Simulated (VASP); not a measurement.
LiH:

```
Li H
1.0
    -0.05203    2.15745    2.15745
     2.15745   -0.05203    2.15745
     2.15745    2.15745   -0.05203
Li H
1 1
Cartesian
  -0.0079 -0.0079 -0.0079
  1.0736 1.0736 1.0736
```

This cell differs from its parent crystal: epitaxial 111 strain +3.0%.

Base run:

| Quantity | Value |
| --- | --- |
| Program | VASP 6.6.1 |
| Functional | HSE06 |
| Potentials or basis | VASP PAW PBE potentials, release 64 (Li_sv, H) |
| Cutoff | 520 eV |
| k mesh | 8 × 8 × 8 |
| Occupations | gaussian, width 0.01 eV |
| Spin | no spin polarisation |

Its results: band gap on the k mesh 5.11 eV (least direct gap 6.18 eV).

Q: The run is repeated on the same cell with these changes: functional from HSE06 to PBE; k mesh from 8 × 8 × 8 to 6 × 6 × 6. What comes out?

A: Band gap on the k mesh 4.17 eV (least direct gap 5.07 eV).

Several settings changed at once.

A k mesh can miss the band edges.
